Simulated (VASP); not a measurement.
# PtS2 (P-3m1) in VASP: a series of runs, part 2 of 2

VASP 6.6.1.

## Step 3: Single point, PBE

INCAR

```
SYSTEM = PtS2
ALGO = Normal ; EDIFF = 1E-6
ENCUT = 520 ; GGA = PE
ISIF = 2 ; ISMEAR = 0
LASPH = .TRUE. ; LCHARG = .FALSE.
LREAL = .FALSE. ; LWAVE = .FALSE.
NBANDS = 18 ; NELM = 100
PREC = Accurate ; SIGMA = 0.1
```

KPOINTS

```
k-points
0
G
  7 7 5
  0 0 0
```

POSCAR

```
PtS2
1.0
    3.5432000000      0.0000000000      0.0000000000
   -1.7716000000      3.0685012107      0.0000000000
    0.0000000000      0.0000000000      5.0388000000
Pt S
1 2
Direct
    0.0000000000      0.0000000000      0.0000000000
    0.6666666667      0.3333333333      0.7730000000
    0.3333333333      0.6666666667      0.2270000000
```

Potentials or basis: VASP PAW PBE potentials, release 64 (Pt, S).

Started as:

```
> cat potpaw_PBE.64/Pt/POTCAR potpaw_PBE.64/S/POTCAR > POTCAR
> mpirun -np 1 vasp_std > vasp.out
```

OUTCAR:

```text
SYSTEM = PtS2
   EDIFF = 1E-6
   ENCUT = 520
   GGA = PE
   ISIF = 2
   ISMEAR = 0
   LASPH = .TRUE.
   LREAL = .FALSE.
   NELM = 100
   PREC = Accurate

 ion  position               nearest neighbor table
   1  0.000  0.000  0.000-   2 2.34   3 2.34   2 2.34   3 2.34   2 2.34   3 2.34
   2  0.667  0.333  0.773-   1 2.34   1 2.34   1 2.34
   3  0.333  0.667  0.227-   1 2.34   1 2.34   1 2.34

  LATTYP: Found a hexagonal cell.
 ALAT       =     3.5432000000
 C/A-ratio  =     1.4221043125

  Lattice vectors:

 A1 = (   3.5432000000,   0.0000000000,   0.0000000000)
 A2 = (  -1.7716000000,   3.0685012107,   0.0000000000)
 A3 = (   0.0000000000,   0.0000000000,   5.0388000000)

Analysis of symmetry for initial positions (statically):
=====================================================================
 Subroutine PRICEL returns:
 Original cell was already a primitive cell.

 Routine SETGRP: Setting up the symmetry group for a
 hexagonal supercell.

 Subroutine GETGRP returns: Found 12 space group operations
[... 161 lines left out ...]
  ---------------------------------------------------
  ext. energy  EPLUGINS =         0.00000000
  ---------------------------------------------------
  free energy    TOTEN  =       -15.26995838 eV

  energy without entropy =      -15.26995838  energy(sigma->0) =      -15.26995838

 E-fermi :   7.1600     XC(G=0): -10.5742

 val. band max:        6.7298501383   @ k =   0.0000   0.1429   0.2000
 cond. band min:       7.6229757277   @ k =   0.0000   0.2857   0.2000
 fundamental gap:      0.8931255895
 Fermi energy:         7.1599668312

 k-point     1 :       0.0000    0.0000    0.0000
  band No.  band energies     occupation
      1      -8.8191      2.00000
      2      -5.5779      2.00000
      3      -0.2979      2.00000
      4      -0.2979      2.00000
      5      -0.1779      2.00000
      6       2.7622      2.00000
[... 481 lines left out ...]
      5       0.8598      2.00000
      6       1.9808      2.00000
[... 10 lines left out ...]
     17      16.5457      0.00000
     18      16.6985      0.00000

 [... further k-points ...]
[... 5 lines left out ...]
  --------------------------------------------------------------------------------------
  -------------------------------------------------------------------------------------
  Total        3.9555036      3.9555036      3.4640135      0.0000000      0.0000000      0.0000000
  in kB      115.6813326    115.6813326    101.3073772      0.0000000      0.0000000      0.0000000
  external PRESSURE =     110.8900141 kB  Pullay stress =       0.0000000 kB

 VOLUME and BASIS-vectors are now :
 -----------------------------------------------------------------------------
  energy-cutoff  :      520.00
  volume of cell :       54.78
      direct lattice vectors                 reciprocal lattice vectors
     3.543200000  0.000000000  0.000000000     0.282230752  0.162946001  0.000000000
    -1.771600000  3.068501211  0.000000000     0.000000000  0.325892001  0.000000000
     0.000000000  0.000000000  5.038800000     0.000000000  0.000000000  0.198459951

 POSITION                                       TOTAL-FORCE (eV/Angst)
 -----------------------------------------------------------------------------------
      0.00000      0.00000      0.00000         0.000000      0.000000     -0.000000
      1.77160      1.02283      3.89499         0.000000     -0.000000     -1.214214
     -0.00000      2.04567      1.14381        -0.000000      0.000000      1.214214
 -----------------------------------------------------------------------------------
    total drift:                                0.000000     -0.000000      0.000000

  FREE ENERGIE OF THE ION-ELECTRON SYSTEM (eV)
  ---------------------------------------------------
  free  energy   TOTEN  =       -15.2699583798 eV

  energy  without entropy=      -15.2699583798  energy(sigma->0) =      -15.26995838
```

stdout:

```text
POSCAR found type information on POSCAR PtS
 POSCAR found :  2 types and       3 ions
 scaLAPACK will be used
 LDA part: xc-table for (Slater+PW92), standard interpolation
 POSCAR, INCAR and KPOINTS ok, starting setup
 FFT: planning ... GRIDC
 FFT: planning ... GRID_SOFT
 FFT: planning ... GRID
 WAVECAR not read
 entering main loop
```

It took 30 s on 1 thread of Intel Xeon 6975P-C, shared host; peak memory 0.19 GiB.

Results:

```
Free energy            : -15.2700 eV
Pressure               : 11.1 GPa
Largest force          : 1.214 eV/Å
Band gap on the k mesh : 0.89 eV, indirect (least direct gap 1.18 eV)
```

Forces in eV/Å, atoms in the order of the input:
```
Pt   0.000  0.000  0.000
S    0.000  0.000 -1.214
S    0.000  0.000  1.214
```

Levels at points of the mesh, in eV from the valence-band top:
```
           k point  band 9  band 10  band 11  band 12  band 13  band 14
(0.00, 0.00, 0.00)   -1.13    -1.13    -0.11     2.47     2.47     4.80
```

Caveat: spin-orbit coupling is left out, which moves the levels of the heavy elements; forces of over 1 eV/Å act on the atoms, so gaps and moduli don't describe the material at rest. A k mesh can miss the band edges.

## Step 4: Single point, r2SCAN

POSCAR is that of step 3.

INCAR.step1

```
PREC = Accurate
ENCUT = 520
ISMEAR = -1
SIGMA = 0.1
LREAL = F
LASPH = T
NELM = 100
NBANDS = 18
GGA = PE
ALGO = Normal
EDIFF = 1E-4
LWAVE = T
LCHARG = F
```

INCAR.step2

```
PREC = Accurate
ENCUT = 520
EDIFF = 1E-7
ISMEAR = -1
SIGMA = 0.1
LREAL = F
LASPH = T
NELM = 100
ALGO = Normal
ISIF = 2
LWAVE = F
LCHARG = F
METAGGA = R2SCAN
LMIXTAU = T
NBANDS = 18
ISTART = 1
```

KPOINTS

```
Automatic mesh
0
Gamma
  7 7 5
```

Started as:

```
> cat potpaw_PBE.64/Pt/POTCAR potpaw_PBE.64/S/POTCAR > POTCAR
> cp INCAR.step1 INCAR
> mpirun -np 1 vasp_std > vasp.out
> cp INCAR.step2 INCAR
> mpirun -np 1 vasp_std > vasp.out
```

Run time: 2.2 min. Hardware: 1 thread of Intel Xeon 6975P-C, shared host; peak memory 0.19 GiB.

Results (log left out):

| Property | Result |
| --- | --- |
| Free energy | -68.7394 eV |
| Pressure | 9.2 GPa |
| Largest force | 1.212 eV/Å |
| Band gap on the k mesh | 1.05 eV, indirect (least direct gap 1.35 eV) |

Forces on the atoms (eV/Å):
```
Pt   0.000  0.000  0.000
S    0.000  0.000 -1.212
S    0.000  0.000  1.212
```

Stress tensor (GPa, compression positive):
```
9.17 0.00 0.00
0.00 9.17 0.00
0.00 0.00 9.40
```

Levels at points of the mesh, in eV from the valence-band top:
```csv
k point,band 8,band 9,band 10,band 11,band 12,band 13,band 14,band 15
"(0.00, 0.00, 0.00)",-1.88,-1.19,-1.19,-0.09,2.64,2.64,5.23,6.39
```

Caveat: the PAW data sets were made with another functional, which shifts forces and pressure a little; spin-orbit coupling is left out, which moves the levels of the heavy elements. A k mesh can miss the band edges.

## Step 5: Single point, r2SCAN

POSCAR is that of step 4.

INCAR.step1

```
SYSTEM = PtS2
  PREC = Accurate
  ENCUT = 520
  ISMEAR = -1
  SIGMA = 0.1
  LREAL = .FALSE.
  LASPH = .TRUE.
  NELM = 100
  NBANDS = 18
  GGA = PE
  ALGO = Normal
  EDIFF = 1E-4
  LWAVE = .TRUE.
  LCHARG = .FALSE.
```

INCAR.step2

```
SYSTEM = PtS2
  PREC = Accurate
  ENCUT = 520
  EDIFF = 1E-6
  ISMEAR = -1
  SIGMA = 0.1
  LREAL = .FALSE.
  LASPH = .TRUE.
  NELM = 100
  ALGO = Normal
  ISIF = 2
  LWAVE = .FALSE.
  LCHARG = .FALSE.
  METAGGA = R2SCAN
  LMIXTAU = .TRUE.
  NBANDS = 18
  ISTART = 1
```

KPOINTS

```
Automatic mesh
0
G
  7 7 5
  0 0 0
```

Started as:

```
> cat potpaw_PBE.64/Pt/POTCAR potpaw_PBE.64/S/POTCAR > POTCAR
> cp INCAR.step1 INCAR
> mpirun -np 1 vasp_std > vasp.out
> cp INCAR.step2 INCAR
> mpirun -np 1 vasp_std > vasp.out
```

Run time: 87 s. Hardware: 1 thread of Intel Xeon 6975P-C, shared host; peak memory 0.19 GiB.

It converged, with:

```
Free energy            : -68.7394 eV
Pressure               : 9.2 GPa
Largest force          : 1.212 eV/Å
Band gap on the k mesh : 1.05 eV, indirect (least direct gap 1.35 eV)
```

Forces on the atoms (eV/Å):
```
Pt   0.000  0.000  0.000
S    0.000  0.000 -1.212
S    0.000  0.000  1.212
```

Stress tensor (GPa, compression positive):
```
9.17 0.00 0.00
0.00 9.17 0.00
0.00 0.00 9.39
```

Levels at points of the mesh, in eV from the valence-band top:
```
           k point  band 9  band 10  band 11  band 12  band 13  band 14
(0.00, 0.00, 0.00)   -1.19    -1.19    -0.09     2.64     2.64     5.23
```

Caveat: the PAW data sets were made with another functional, which shifts forces and pressure a little; spin-orbit coupling is left out, which moves the levels of the heavy elements. r2SCAN opens gaps a little over a GGA but as a rule still falls short of measured ones.
